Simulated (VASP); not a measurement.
Wanted: the native input for a VASP 6.6.1 run.

* Task: relaxation of cell and atoms
* Functional: PBE
* Potentials or basis: VASP PAW PBE potentials, release 64 (Li_sv)
* Cutoff: 600 eV
* k mesh: 12 × 12 × 20
* Occupations: gaussian, width 0.1 eV
* Spin: no spin polarisation
* Dipole correction: no
* Further INCAR settings: ALGO = Fast; EDIFF = 1e-06; IBRION = 2; EDIFFG = -0.01; NSW = 100; ISIF = 3

The structure of Li lies in POSCAR:

```
Li
1.0
    4.7342915177      0.0000000000      0.0000000000
   -2.3671457588      4.1000167232      0.0000000000
    0.0000000000      0.0000000000      2.8596542221
Li
2
Direct
    0.3333333333      0.6666666667      0.0000000000
    0.6666666667      0.3333333333      0.0000000000
```

The cell was generated, and may not be a known phase.

The input as run:

INCAR

```
SYSTEM = Li
PREC = Accurate ; ENCUT = 600
EDIFF = 1E-6 ; ISMEAR = 0
SIGMA = 0.1 ; LREAL = .FALSE.
LASPH = .TRUE. ; NELM = 60
ALGO = Fast ; ISIF = 3
LWAVE = .FALSE. ; LCHARG = .FALSE.
GGA = PE ; IBRION = 2
NSW = 100 ; EDIFFG = -0.01
```

KPOINTS

```
Automatic mesh
0
G
  12 12 20
  0 0 0
```

Potentials or basis: VASP PAW PBE potentials, release 64 (Li_sv).

Run with:

```console
$ cat potpaw_PBE.64/Li_sv/POTCAR > POTCAR
$ mpirun -np 1 vasp_std > vasp.out
```

Results of the run:

```yaml
Relaxed_volume: 27.17 Å³/atom
Relaxed_cell: a = 4.695 Å, b = 4.695 Å, c = 2.846 Å, α = 90.00°, β = 90.00°, γ = 120.00°
Space_group_after_relaxing_to_0.1_Å: P6/mmm (No. 191)
Energy_gained_by_relaxing: 0.2 meV/atom
Ionic_steps: 4
Pressure_after_relaxing: 0.0 GPa
Band_gap_on_the_k_mesh: zero (bands 3 and 4 overlap by 3.04 eV)
```

Caveat: the cutoff is under 1.25 times the usual one of these potentials, so pressure, stress and relaxed cells hold a basis-set (Pulay) error.

It used 110 s of CPU time on 1 thread of Intel Xeon 8259CL, on a shared host.
